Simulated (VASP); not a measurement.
# ZrC (Fm-3m) in VASP: a series of runs

The runs below take ZrC through single point, relaxation of cell and atoms, with PBEsol.

Program: VASP 6.6.1. These are calculated values, not measurements. Logs are shortened: lines on timing, memory, paths and dates and some standing lists are left out, and cuts for length are marked.

## 1. The cell of the first run

It takes space group Fm-3m (No. 225, cubic). Conventional cell: a = 4.667 Å, b = 4.667 Å, c = 4.667 Å, α = 90.00°, β = 90.00°, γ = 90.00°. Within 3.1 Å of Zr (site symmetry m-3m) lie 6 C at 2.33 Å. C (site symmetry m-3m) has 6 Zr at 2.33 Å within 3.1 Å.

## 2. Single point, PBEsol

INCAR reads:

```
SYSTEM = ZrC
  PREC = Accurate
  ENCUT = 520
  EDIFF = 1E-6
  ISMEAR = 0
  SIGMA = 0.1
  LREAL = .FALSE.
  LASPH = .TRUE.
  NELM = 100
  ALGO = Normal
  ISIF = 2
  LWAVE = .FALSE.
  LCHARG = .FALSE.
  GGA = PS
  NBANDS = 15
```

KPOINTS reads:

```
regular mesh
0
G
  8 8 8
  0 0 0
```

POSCAR reads:

```
ZrC
1.0
    0.0000000000      2.3333298656      2.3333298656
    2.3333298656      0.0000000000      2.3333298656
    2.3333298656      2.3333298656      0.0000000000
Zr C
1 1
Direct
    0.0000000000      0.0000000000      0.0000000000
    0.5000000000      0.5000000000      0.5000000000
```

Potentials or basis: VASP PAW PBE potentials, release 64 (Zr_sv, C).

Started as:

```
$ cat potpaw_PBE.64/Zr_sv/POTCAR potpaw_PBE.64/C/POTCAR > POTCAR
$ mpirun -np 1 vasp_std > vasp.out
```

OUTCAR:

```text
SYSTEM = ZrC
   PREC = Accurate
   ENCUT = 520
   EDIFF = 1E-6
   ISMEAR = 0
   LREAL = .FALSE.
   LASPH = .TRUE.
   NELM = 100
   ISIF = 2
   GGA = PS

 ion  position               nearest neighbor table
   1  0.000  0.000  0.000-   2 2.33   2 2.33   2 2.33   2 2.33   2 2.33   2 2.33
   2  0.500  0.500  0.500-   1 2.33   1 2.33   1 2.33   1 2.33   1 2.33   1 2.33

  LATTYP: Found a face centered cubic cell.
 ALAT       =     4.6666597312

  Lattice vectors:

 A1 = (   0.0000000000,   2.3333298656,   2.3333298656)
 A2 = (   2.3333298656,   0.0000000000,   2.3333298656)
 A3 = (   2.3333298656,   2.3333298656,   0.0000000000)

Analysis of symmetry for initial positions (statically):
=====================================================================
 Subroutine PRICEL returns:
 Original cell was already a primitive cell.

 Routine SETGRP: Setting up the symmetry group for a
 face centered cubic supercell.

 Subroutine GETGRP returns: Found 48 space group operations
 (whereof 48 operations were pure point group operations)
 out of a pool of 48 trial point group operations.

The static configuration has the point symmetry O_h .

Analysis of symmetry for dynamics (positions and initial velocities):
=====================================================================
 Subroutine PRICEL returns:
 Original cell was already a primitive cell.

 Routine SETGRP: Setting up the symmetry group for a
 face centered cubic supercell.

 Subroutine GETGRP returns: Found 48 space group operations
 (whereof 48 operations were pure point group operations)
 out of a pool of 48 trial point group operations.

The dynamic configuration has the point symmetry O_h .

 Subroutine INISYM returns: Found 48 space group operations
 (whereof 48 operations are pure point group operations),
 and found     1 'primitive' translations

----------------------------------------------------------------------------------------

                                     Primitive cell

  volume of cell :      25.4073

  direct lattice vectors                    reciprocal lattice vectors
     0.000000000  2.333329866  2.333329866    -0.214286033  0.214286033  0.214286033
     2.333329866  0.000000000  2.333329866     0.214286033 -0.214286033  0.214286033
     2.333329866  2.333329866  0.000000000     0.214286033  0.214286033 -0.214286033

  length of vectors
     3.299826741  3.299826741  3.299826741     0.371154296  0.371154296  0.371154296

  position of ions in fractional coordinates (direct lattice)
     0.000000000  0.000000000  0.000000000
     0.500000000  0.500000000  0.500000000

  ion indices of the primitive-cell ions
   primitive index   ion index
                 1           1
                 2           2

----------------------------------------------------------------------------------------

 KPOINTS: regular mesh

Automatic generation of k-mesh.
 Grid dimensions read from file:
 generate k-points for:    8    8    8

 Generating k-lattice:

  Cartesian coordinates                     Fractional coordinates (reciprocal lattice)
    -0.026785754  0.026785754  0.026785754     0.125000000  0.000000000  0.000000000
     0.026785754 -0.026785754  0.026785754     0.000000000  0.125000000  0.000000000
     0.026785754  0.026785754 -0.026785754     0.000000000  0.000000000  0.125000000

  Length of vectors
     0.046394287  0.046394287  0.046394287

  Shift w.r.t. Gamma in fractional coordinates (k-lattice)
     0.000000000  0.000000000  0.000000000

 Subroutine IBZKPT returns following result:
 ===========================================

 Found     29 irreducible k-points:

 Following reciprocal coordinates:
            Coordinates               Weight
  0.000000  0.000000  0.000000      1.000000
  0.125000  0.000000  0.000000      8.000000
  0.250000  0.000000  0.000000      8.000000
  0.375000  0.000000  0.000000      8.000000
  0.500000  0.000000  0.000000      4.000000
  0.125000  0.125000  0.000000      6.000000
[... 16 lines left out ...]
  0.500000  0.250000  0.125000     48.000000
 -0.375000  0.250000  0.125000     24.000000
 [... further k-points ...]
   k-points           NKPTS =     29   k-points in BZ     NKDIM =     29   number of bands    NBANDS=     15
   number of dos      NEDOS =    301   number of ions     NIONS =      2
   total plane-waves  NPLWV =  21952
   dimension x,y,z NGX =    28 NGY =   28 NGZ =   28
   dimension x,y,z NGXF=    56 NGYF=   56 NGZF=   56
   ions per type =               1   1
   NGX,Y,Z   is equivalent  to a cutoff of  14.11, 14.11, 14.11 a.u.
   NGXF,Y,Z  is equivalent  to a cutoff of  28.21, 28.21, 28.21 a.u.
 SYSTEM =  ZrC
   PREC   = accura    normal or accurate (medium, high low for compatibility)
   ISTART =      0    job   : 0-new  1-cont  2-samecut
   ICHARG =      2    charge: 1-file 2-atom 10-const
   ISPIN  =      1    spin polarized calculation?
   LNONCOLLINEAR =      F non collinear calculations
   LSORBIT =      F    spin-orbit coupling
   LASPH  =      T    aspherical Exc in radial PAW
   ENCUT  =  520.0 eV  38.22 Ry    6.18 a.u.   6.14  6.14  6.14*2*pi/ulx,y,z
   NELM   =    100;   NELMIN=  2; NELMDL= -5     # of ELM steps
   EDIFF  = 0.1E-05   stopping-criterion for ELM
   LREAL  =      F    real-space projection
   EDIFFG = 0.1E-04   stopping-criterion for IOM
   NSW    =      0    number of steps for IOM
   IBRION =     -1    ionic relax: 0-MD 1-quasi-New 2-CG
   NFREE  =      0    steps in history (QN), initial steepest desc. (CG)
   ISIF   =      2    stress and relaxation
   ISYM   =      2    0-nonsym 1-usesym 2-fastsym
   POTIM  = 0.5000    time-step for ionic-motion
   TEBEG  =    0.0;   TEEND  =   0.0 temperature during run
   PSTRESS=    0.0 pullay stress
   NELECT =      16.0000    total number of electrons
   NUPDOWN=      -1.0000    fix difference up-down
   EMIN   =  10.00;   EMAX   =-10.00  energy-range for DOS
   EFERMI =   0.00;   METHOD = LEGACY
   ISMEAR =     0;   SIGMA  =   0.10  broadening in eV -4-tet -1-fermi 0-gaus
   EFERMI_NEDOS =   21; number of points for ismear=-14 and -15
   IALGO  =     38    algorithm
   IMIX   =      4    mixing-type and parameters
     AMIX     =   0.40;   BMIX     =  1.00
     AMIX_MAG =   1.60;   BMIX_MAG =  1.00
  volume/ion in A,a.u.               =      12.70        85.73
  Fermi-wavevector in a.u.,A,eV,Ry     =   1.403229  2.651719 26.790590  1.969053
  Thomas-Fermi vector in A             =   2.525912
   LORBIT       =      0    0 simple, 1 ext, 2 COOP (PROOUT), +10 PAW based schemes
   GGA     = PS    functional components
   LHFCALC =     F    Hartree Fock is set to
   AEXX    =    0.0000 exact exchange contribution
   IVDW    =     0    specifies the selected vdW correction
   LEPSILON=     F    determine dielectric tensor
   LRPA    =     F    only Hartree local field effects (RPA)
 non-spin polarized calculation
 Gauss-broadening in eV      SIGMA  =   0.10
  energy-cutoff  :      520.00
  volume of cell :       25.41
 maximum number of plane-waves:       701
 NGX is ok and might be reduce to    28
   NGX = 13   NGY = 13   NGZ = 13

 number of electron      16.0000000 magnetization

 Free energy of the ion-electron system (eV)
  ---------------------------------------------------
  ext. energy  EPLUGINS =         0.00000000
  ---------------------------------------------------
  free energy    TOTEN  =       -20.57094183 eV

  energy without entropy =      -20.56891245  energy(sigma->0) =      -20.56992714

 E-fermi :   9.6938     XC(G=0): -12.3865

 val. band max:        9.6732007711   @ k =   0.1250   0.1250   0.0000
 cond. band min:       9.8387770493   @ k =   0.5000   0.5000   0.0000
 fundamental gap:      0.1655762782
 Fermi energy:         9.6938032309

 k-point     1 :       0.0000    0.0000    0.0000
  band No.  band energies     occupation
      1     -38.1483      2.00000
      2     -15.8743      2.00000
      3     -15.8743      2.00000
      4     -15.8743      2.00000
      5      -1.6115      2.00000
      6      10.7035      0.00000
      7      10.7035      0.00000
      8      10.7035      0.00000
      9      10.8066      0.00000
     10      10.8066      0.00000
     11      10.8066      0.00000
     12      12.6113      0.00000
     13      12.6113      0.00000
     14      17.2874      0.00000
     15      20.1653      0.00000

 k-point     2 :       0.1250    0.0000    0.0000
  band No.  band energies     occupation
      1     -38.1318      2.00000
      2     -16.0224      2.00000
      3     -15.8871      2.00000
      4     -15.8871      2.00000
      5      -1.2467      2.00000
      6       8.9573      2.00000
      7       9.3372      2.00000
      8       9.3372      2.00000
      9      11.3298      0.00000
     10      11.3298      0.00000
     11      11.8171      0.00000
     12      14.2079      0.00000
     13      14.2079      0.00000
     14      17.9817      0.00000
     15      21.1265      0.00000

 k-point     3 :       0.2500    0.0000    0.0000
  band No.  band energies     occupation
      1     -38.0916      2.00000
      2     -16.3636      2.00000
      3     -15.9177      2.00000
      4     -15.9177      2.00000
      5      -0.2944      2.00000
      6       6.9520      2.00000
      7       7.9306      2.00000
      8       7.9306      2.00000
      9      12.3324      0.00000
     10      12.3324      0.00000
     11      12.5599      0.00000
     12      16.6987      0.00000
     13      16.6987      0.00000
     14      19.0178      0.00000
     15      22.9825      0.00000
[... 343 lines left out ...]
 k-point    23 :       0.5000    0.2500    0.1250
  band No.  band energies     occupation
      1     -38.0289      2.00000
      2     -16.5962      2.00000
      3     -16.1807      2.00000
      4     -16.0141      2.00000
      5       0.6461      2.00000
      6       5.6340      2.00000
      7       7.2560      2.00000
      8       7.5652      2.00000
      9      12.0543      0.00000
     10      14.4844      0.00000
     11      14.9392      0.00000
     12      16.6059      0.00000
     13      18.7105      0.00000
     14      20.6800      0.00000
     15      23.7047      0.00000

 k-point    24 :      -0.3750    0.2500    0.1250
  band No.  band energies     occupation
      1     -38.0153      2.00000
      2     -16.6693      2.00000
      3     -16.2039      2.00000
      4     -16.0421      2.00000
      5       0.8885      2.00000
      6       5.3967      2.00000
      7       7.1879      2.00000
      8       7.2906      2.00000
      9      13.1808      0.00000
     10      13.6191      0.00000
     11      15.1499      0.00000
     12      18.0117      0.00000
     13      18.7769      0.00000
     14      20.1839      0.00000
     15      23.6351      0.00000

 [... further k-points ...]

------------------------ aborting loop because EDIFF is reached ----------------------------------------

  FORCE on cell =-STRESS in cart. coord.  units (eV):
  Direction    XX          YY          ZZ          XY          YZ          ZX
  --------------------------------------------------------------------------------------
  -------------------------------------------------------------------------------------
  Total        0.1144250      0.1144250      0.1144250      0.0000000     -0.0000000      0.0000000
  in kB        7.2156117      7.2156117      7.2156117      0.0000000     -0.0000000      0.0000000
  external PRESSURE =       7.2156117 kB  Pullay stress =       0.0000000 kB

 VOLUME and BASIS-vectors are now :
 -----------------------------------------------------------------------------
  energy-cutoff  :      520.00
  volume of cell :       25.41
      direct lattice vectors                 reciprocal lattice vectors
     0.000000000  2.333329866  2.333329866    -0.214286033  0.214286033  0.214286033
     2.333329866  0.000000000  2.333329866     0.214286033 -0.214286033  0.214286033
     2.333329866  2.333329866  0.000000000     0.214286033  0.214286033 -0.214286033

 POSITION                                       TOTAL-FORCE (eV/Angst)
 -----------------------------------------------------------------------------------
      0.00000      0.00000      0.00000         0.000000     -0.000000      0.000000
      2.33333      2.33333      2.33333        -0.000000      0.000000     -0.000000
 -----------------------------------------------------------------------------------
    total drift:                                0.000000      0.000000      0.000000

  FREE ENERGIE OF THE ION-ELECTRON SYSTEM (eV)
  ---------------------------------------------------
  free  energy   TOTEN  =       -20.5709418290 eV

  energy  without entropy=      -20.5689124461  energy(sigma->0) =      -20.56992714
```

Run time: 6.8 s. Hardware: 1 thread of Intel Xeon 6975P-C (Granite Rapids), shared host; peak memory 0.15 GiB.

Results:

```yaml
Free_energy: -20.5709 eV
Pressure: 0.7 GPa
Band_gap_on_the_k_mesh: zero (band 8 reaches 10.70 eV, above the bottom of band 9 at 9.37 eV)
```

Caveat: the PAW data sets were made with another functional, which shifts forces and pressure a little.

## 3. Relaxation of cell and atoms, PBEsol

This run uses another cell than the first one, of 11.18 Å³/atom, 0.880 times its volume.

INCAR reads:

```
SYSTEM = ZrC
ALGO = Normal
EDIFF = 1E-6
EDIFFG = -0.05
ENCUT = 600
GGA = PS
IBRION = 2
ISIF = 3
ISMEAR = 0
LASPH = .True.
LCHARG = .False.
LREAL = .False.
LWAVE = .False.
NELM = 60
NSW = 80
PREC = Accurate
SIGMA = 0.1
```

KPOINTS reads:

```
k-points
0
Gamma
  8 8 8
  0 0 0
```

POSCAR reads:

```
ZrC
1.0
    0.0000000000      2.2362946659      2.2362946659
    2.2362946659      0.0000000000      2.2362946659
    2.2362946659      2.2362946659      0.0000000000
Zr C
1 1
Direct
    0.0000000000      0.0000000000      0.0000000000
    0.5000000000      0.5000000000      0.5000000000
```

Potentials or basis: VASP PAW PBE potentials, release 64 (Zr_sv, C).

Started as:

```
$ cat potpaw_PBE.64/Zr_sv/POTCAR potpaw_PBE.64/C/POTCAR > POTCAR
$ mpirun -np 1 vasp_std > vasp.out
```

It took 19 s on 1 thread of Intel Xeon 6975P-C (Granite Rapids), shared host; peak memory 0.16 GiB.

Results (log left out):

* Free energy: -20.5690 eV
* Relaxed volume: 12.76 Å³/atom
* Relaxed cell: a = 3.305 Å, b = 3.305 Å, c = 3.305 Å, α = 60.00°, β = 60.00°, γ = 60.00°
* Space group after relaxing (to 0.05 Å): Fm-3m (No. 225)
* Energy gained by relaxing: 173.4 meV/atom
* Ionic steps: 4
* Pressure after relaxing: -0.3 GPa
* Band gap on the k mesh: zero (band 8 reaches 10.65 eV, above the bottom of band 9 at 9.32 eV)

Step by step:
```
step  energy change (eV)  largest force (eV/Å)  pressure (GPa)  volume (Å³)
   1              0.0000                0.0000           39.80        22.37
   2              0.6176                0.0000          -35.10        32.62
   3             -0.3450                0.0000           -2.29        25.73
   4             -0.3467                0.0000           -0.33        25.52
```

Final structure:
```cif
data_structure
_symmetry_space_group_name_H-M 'P 1'
_symmetry_Int_Tables_number 1
_cell_length_a 3.3045
_cell_length_b 3.3045
_cell_length_c 3.3045
_cell_angle_alpha 60.000
_cell_angle_beta 60.000
_cell_angle_gamma 60.000
_cell_volume 25.52
loop_
_atom_site_label
_atom_site_type_symbol
_atom_site_fract_x
_atom_site_fract_y
_atom_site_fract_z
_atom_site_occupancy
Zr1 Zr 0.00000 0.00000 0.00000 1
C1 C 0.50000 0.50000 0.50000 1
```

Levels at points of the mesh, in eV from the Fermi level:
| k point | band 4 | band 5 | band 6 | band 7 | band 8 | band 9 | band 10 | band 11 | band 12 |
| --- | --- | --- | --- | --- | --- | --- | --- | --- | --- |
| (0.00, 0.00, 0.00) | -25.59 | -11.29 | 1.01 | 1.01 | 1.01 | 1.11 | 1.11 | 1.11 | 2.91 |
| (0.50, 0.00, 0.00) | -25.67 | -8.08 | -5.35 | -2.95 | -2.95 | 4.64 | 4.64 | 5.49 | 6.60 |
| (0.50, 0.50, 0.00) | -25.89 | -10.12 | -1.98 | -1.82 | 0.14 | 0.14 | 4.61 | 5.85 | 5.85 |

Caveat: the PAW data sets were made with another functional, which shifts forces and pressure a little.
